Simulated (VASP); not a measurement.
# Ag (Fm-3m) in VASP: a series of runs

Runs on Ag. Level: PBE. Tasks: single point.

All numbers are computed with VASP 6.6.1; they aren't measurements. Logs are shortened: lines on timing, memory, paths and dates and some standing lists are left out, and cuts for length are marked.

### Step 1. The cell of the first run

It takes space group Fm-3m (No. 225, cubic). The conventional cell has a = 4.085 Å, b = 4.085 Å, c = 4.085 Å, α = 90.00°, β = 90.00°, γ = 90.00°. Within 3.8 Å of Ag (site symmetry m-3m) lie 12 Ag at 2.89 Å.

### Step 2. Single point, PBE

File INCAR:

```
SYSTEM = Ag
ALGO = Fast
EDIFF = 1E-6
ENCUT = 520
GGA = PE
ISIF = 2
ISMEAR = 0
LASPH = .TRUE.
LCHARG = .TRUE.
LELF = .TRUE.
LREAL = .FALSE.
LVHAR = .TRUE.
LWAVE = .FALSE.
NBANDS = 12
NELM = 100
PREC = Accurate
SIGMA = 0.024
```

File KPOINTS:

```
k-points
0
G
  11 11 11
  0 0 0
```

File POSCAR:

```
Ag
1.0
    0.0000000000      2.0427500000      2.0427500000
    2.0427500000      0.0000000000      2.0427500000
    2.0427500000      2.0427500000      0.0000000000
Ag
1
Direct
    0.0000000000      0.0000000000      0.0000000000
```

Potentials or basis: VASP PAW PBE potentials, release 64 (Ag).

The run is started by

```
> cat potpaw_PBE.64/Ag/POTCAR > POTCAR
> mpirun -np 1 vasp_std > vasp.out
```

OUTCAR:

```text
SYSTEM = Ag
   EDIFF = 1E-6
   ENCUT = 520
   GGA = PE
   ISIF = 2
   ISMEAR = 0
   LASPH = .TRUE.
   LREAL = .FALSE.
   NELM = 100
   PREC = Accurate

 ion  position               nearest neighbor table
   1  0.000  0.000  0.000-

  LATTYP: Found a face centered cubic cell.
 ALAT       =     4.0855000000

  Lattice vectors:

 A1 = (   0.0000000000,   2.0427500000,   2.0427500000)
 A2 = (   2.0427500000,   0.0000000000,   2.0427500000)
 A3 = (   2.0427500000,   2.0427500000,   0.0000000000)

Analysis of symmetry for initial positions (statically):
=====================================================================
 Subroutine PRICEL returns:
 Original cell was already a primitive cell.

 Routine SETGRP: Setting up the symmetry group for a
 face centered cubic supercell.

 Subroutine GETGRP returns: Found 48 space group operations
 (whereof 48 operations were pure point group operations)
 out of a pool of 48 trial point group operations.

The static configuration has the point symmetry O_h .

Analysis of symmetry for dynamics (positions and initial velocities):
=====================================================================
 Subroutine PRICEL returns:
 Original cell was already a primitive cell.

 Routine SETGRP: Setting up the symmetry group for a
 face centered cubic supercell.

 Subroutine GETGRP returns: Found 48 space group operations
 (whereof 48 operations were pure point group operations)
 out of a pool of 48 trial point group operations.

The dynamic configuration has the point symmetry O_h .

 Subroutine INISYM returns: Found 48 space group operations
 (whereof 48 operations are pure point group operations),
 and found     1 'primitive' translations

----------------------------------------------------------------------------------------

                                     Primitive cell

  volume of cell :      17.0481

  direct lattice vectors                    reciprocal lattice vectors
     0.000000000  2.042750000  2.042750000    -0.244768082  0.244768082  0.244768082
     2.042750000  0.000000000  2.042750000     0.244768082 -0.244768082  0.244768082
     2.042750000  2.042750000  0.000000000     0.244768082  0.244768082 -0.244768082

  length of vectors
     2.888884755  2.888884755  2.888884755     0.423950755  0.423950755  0.423950755

  position of ions in fractional coordinates (direct lattice)
     0.000000000  0.000000000  0.000000000

  ion indices of the primitive-cell ions
   primitive index   ion index
                 1           1

----------------------------------------------------------------------------------------

 KPOINTS: k-points

Automatic generation of k-mesh.
 Grid dimensions read from file:
 generate k-points for:   11   11   11

 Generating k-lattice:

  Cartesian coordinates                     Fractional coordinates (reciprocal lattice)
    -0.022251644  0.022251644  0.022251644     0.090909091  0.000000000  0.000000000
     0.022251644 -0.022251644  0.022251644     0.000000000  0.090909091  0.000000000
     0.022251644  0.022251644 -0.022251644     0.000000000  0.000000000  0.090909091

  Length of vectors
     0.038540978  0.038540978  0.038540978

  Shift w.r.t. Gamma in fractional coordinates (k-lattice)
     0.000000000  0.000000000  0.000000000

 Subroutine IBZKPT returns following result:
 ===========================================

 Found     56 irreducible k-points:

 Following reciprocal coordinates:
            Coordinates               Weight
  0.000000  0.000000  0.000000      1.000000
  0.090909  0.000000  0.000000      8.000000
  0.181818  0.000000  0.000000      8.000000
  0.272727  0.000000  0.000000      8.000000
  0.363636  0.000000  0.000000      8.000000
  0.454545  0.000000  0.000000      8.000000
[... 16 lines left out ...]
 -0.272727  0.181818  0.000000     24.000000
 -0.181818  0.181818  0.000000     12.000000
 [... further k-points ...]
   k-points           NKPTS =     56   k-points in BZ     NKDIM =     56   number of bands    NBANDS=     12
   number of dos      NEDOS =    301   number of ions     NIONS =      1
   total plane-waves  NPLWV =  13824
   dimension x,y,z NGX =    24 NGY =   24 NGZ =   24
   dimension x,y,z NGXF=    48 NGYF=   48 NGZF=   48
   ions per type =               1
   NGX,Y,Z   is equivalent  to a cutoff of  13.81, 13.81, 13.81 a.u.
   NGXF,Y,Z  is equivalent  to a cutoff of  27.62, 27.62, 27.62 a.u.
 SYSTEM =  Ag
   PREC   = accura    normal or accurate (medium, high low for compatibility)
   ISTART =      0    job   : 0-new  1-cont  2-samecut
   ICHARG =      2    charge: 1-file 2-atom 10-const
   ISPIN  =      1    spin polarized calculation?
   LNONCOLLINEAR =      F non collinear calculations
   LSORBIT =      F    spin-orbit coupling
   LASPH  =      T    aspherical Exc in radial PAW
   ENCUT  =  520.0 eV  38.22 Ry    6.18 a.u.   5.37  5.37  5.37*2*pi/ulx,y,z
   NELM   =    100;   NELMIN=  2; NELMDL= -5     # of ELM steps
   EDIFF  = 0.1E-05   stopping-criterion for ELM
   LREAL  =      F    real-space projection
   EDIFFG = 0.1E-04   stopping-criterion for IOM
   NSW    =      0    number of steps for IOM
   IBRION =     -1    ionic relax: 0-MD 1-quasi-New 2-CG
   NFREE  =      0    steps in history (QN), initial steepest desc. (CG)
   ISIF   =      2    stress and relaxation
   ISYM   =      2    0-nonsym 1-usesym 2-fastsym
   POTIM  = 0.5000    time-step for ionic-motion
   TEBEG  =    0.0;   TEEND  =   0.0 temperature during run
   PSTRESS=    0.0 pullay stress
   NELECT =      11.0000    total number of electrons
   NUPDOWN=      -1.0000    fix difference up-down
   EMIN   =  10.00;   EMAX   =-10.00  energy-range for DOS
   EFERMI =   0.00;   METHOD = LEGACY
   ISMEAR =     0;   SIGMA  =   0.02  broadening in eV -4-tet -1-fermi 0-gaus
   EFERMI_NEDOS =   21; number of points for ismear=-14 and -15
   IALGO  =     68    algorithm
   IMIX   =      4    mixing-type and parameters
     AMIX     =   0.40;   BMIX     =  1.00
     AMIX_MAG =   1.60;   BMIX_MAG =  1.00
  volume/ion in A,a.u.               =      17.05       115.05
  Fermi-wavevector in a.u.,A,eV,Ry     =   1.414644  2.673290 27.228221  2.001218
  Thomas-Fermi vector in A             =   2.536165
   LORBIT       =      0    0 simple, 1 ext, 2 COOP (PROOUT), +10 PAW based schemes
   GGA     = PE    functional components
   LHFCALC =     F    Hartree Fock is set to
   AEXX    =    0.0000 exact exchange contribution
   IVDW    =     0    specifies the selected vdW correction
   LEPSILON=     F    determine dielectric tensor
   LRPA    =     F    only Hartree local field effects (RPA)
 non-spin polarized calculation
 RMM-DIIS sequential band-by-band and
 Gauss-broadening in eV      SIGMA  =   0.02
  energy-cutoff  :      520.00
  volume of cell :       17.05
 maximum number of plane-waves:       477
 NGX is ok and might be reduce to    24
   NGX = 11   NGY = 11   NGZ = 11

 number of electron      10.9999999 magnetization

 Free energy of the ion-electron system (eV)
  ---------------------------------------------------
  ext. energy  EPLUGINS =         0.00000000
  ---------------------------------------------------
  free energy    TOTEN  =        -2.70920252 eV

  energy without entropy =       -2.70917063  energy(sigma->0) =       -2.70918658

 E-fermi :   8.6981     XC(G=0): -12.2134

 val. band max:        8.6405188728   @ k =  -0.4545   0.0909   0.0000
 cond. band min:       8.7325280187   @ k =   0.4545   0.3636   0.0000
 fundamental gap:      0.0920091459
 Fermi energy:         8.6980785320

 k-point     1 :       0.0000    0.0000    0.0000
  band No.  band energies     occupation
      1       0.6617      2.00000
      2       3.6132      2.00000
      3       3.6132      2.00000
      4       3.6132      2.00000
      5       4.6468      2.00000
      6       4.6468      2.00000
      7      24.4555      0.00000
      8      28.0355      0.00000
      9      28.0355      0.00000
     10      28.0355      0.00000
     11      32.8420      0.00000
     12      33.9805      0.00000

 k-point     2 :       0.0909    0.0000    0.0000
  band No.  band energies     occupation
      1       0.9169      2.00000
      2       3.5583      2.00000
      3       3.6814      2.00000
      4       3.6814      2.00000
      5       4.6227      2.00000
      6       4.6227      2.00000
      7      24.4175      0.00000
      8      26.2463      0.00000
      9      28.1354      0.00000
     10      28.1354      0.00000
     11      32.4562      0.00000
     12      33.6459      0.00000

 k-point     3 :       0.1818    0.0000    0.0000
  band No.  band energies     occupation
      1       1.5807      2.00000
      2       3.5253      2.00000
      3       3.8039      2.00000
      4       3.8039      2.00000
      5       4.6320      2.00000
      6       4.6320      2.00000
      7      22.1788      0.00000
      8      25.3199      0.00000
      9      28.2631      0.00000
     10      28.2631      0.00000
     11      31.2516      0.00000
     12      32.5620      0.00000
[... 286 lines left out ...]
 k-point    23 :      -0.2727    0.1818    0.0000
  band No.  band energies     occupation
      1       2.7711      2.00000
      2       3.4381      2.00000
      3       3.8735      2.00000
      4       4.0984      2.00000
      5       4.6647      2.00000
      6       7.0593      2.00000
      7      17.0914      0.00000
      8      20.2595      0.00000
      9      25.7775      0.00000
     10      27.3080      0.00000
     11      30.6021      0.00000
     12      33.1720      0.00000

 k-point    24 :      -0.1818    0.1818    0.0000
  band No.  band energies     occupation
      1       2.6921      2.00000
      2       3.2133      2.00000
      3       3.8290      2.00000
      4       4.2263      2.00000
      5       4.2580      2.00000
      6       5.7943      2.00000
      7      20.3627      0.00000
      8      20.7697      0.00000
      9      27.0596      0.00000
     10      28.8643      0.00000
     11      29.5460      0.00000
     12      33.0677      0.00000

 [... further k-points ...]
[... 5 lines left out ...]
  --------------------------------------------------------------------------------------
  -------------------------------------------------------------------------------------
  Total        0.4438148      0.4438148      0.4438148     -0.0000000      0.0000000      0.0000000
  in kB       41.7096629     41.7096629     41.7096629     -0.0000000      0.0000000      0.0000000
  external PRESSURE =      41.7096629 kB  Pullay stress =       0.0000000 kB

 VOLUME and BASIS-vectors are now :
 -----------------------------------------------------------------------------
  energy-cutoff  :      520.00
  volume of cell :       17.05
      direct lattice vectors                 reciprocal lattice vectors
     0.000000000  2.042750000  2.042750000    -0.244768082  0.244768082  0.244768082
     2.042750000  0.000000000  2.042750000     0.244768082 -0.244768082  0.244768082
     2.042750000  2.042750000  0.000000000     0.244768082  0.244768082 -0.244768082

 POSITION                                       TOTAL-FORCE (eV/Angst)
 -----------------------------------------------------------------------------------
      0.00000      0.00000      0.00000         0.000000      0.000000      0.000000
 -----------------------------------------------------------------------------------
    total drift:                               -0.000000      0.000000     -0.000000

  FREE ENERGIE OF THE ION-ELECTRON SYSTEM (eV)
  ---------------------------------------------------
  free  energy   TOTEN  =        -2.7092025170 eV

  energy  without entropy=       -2.7091706336  energy(sigma->0) =       -2.70918658
```

Run time: 8.4 s. Hardware: 1 thread of Intel Xeon Platinum 8124M at 3.00GHz (Skylake/Cascade Lake), shared host; peak memory 0.14 GiB.

What came out:

- Free energy: -2.7092 eV
- Pressure: 4.2 GPa

### Step 3. Single point, PBE

File INCAR:

```
PREC = Accurate ; ENCUT = 520
EDIFF = 1E-6 ; ISMEAR = 0
SIGMA = 0.017 ; LREAL = F
LASPH = T ; NELM = 80
ALGO = Fast ; ISIF = 2
LWAVE = F ; LCHARG = F
GGA = PE ; NBANDS = 12
```

File KPOINTS:

```
regular mesh
0
Gamma
  11 11 11
```

POSCAR is that of step 2.

Potentials or basis: VASP PAW PBE potentials, release 64 (Ag).

The run is started by

```
> cat potpaw_PBE.64/Ag/POTCAR > POTCAR
> mpirun -np 1 vasp_std > vasp.out
```

Run time: 4.9 s. Hardware: 1 thread of Intel Xeon 6975P-C (Granite Rapids), shared host; peak memory 0.14 GiB.

The run converged. Its results:

| Property | Result |
| --- | --- |
| Free energy | -2.7092 eV |
| Pressure | 4.2 GPa |

Levels at points of the mesh, in eV from the Fermi level:
```
           k point  band 3  band 4  band 5  band 6  band 7  band 8  band 9  band 10
(0.00, 0.00, 0.00)   -5.09   -5.09   -4.06   -4.06   15.75   19.33   19.33    19.33
```
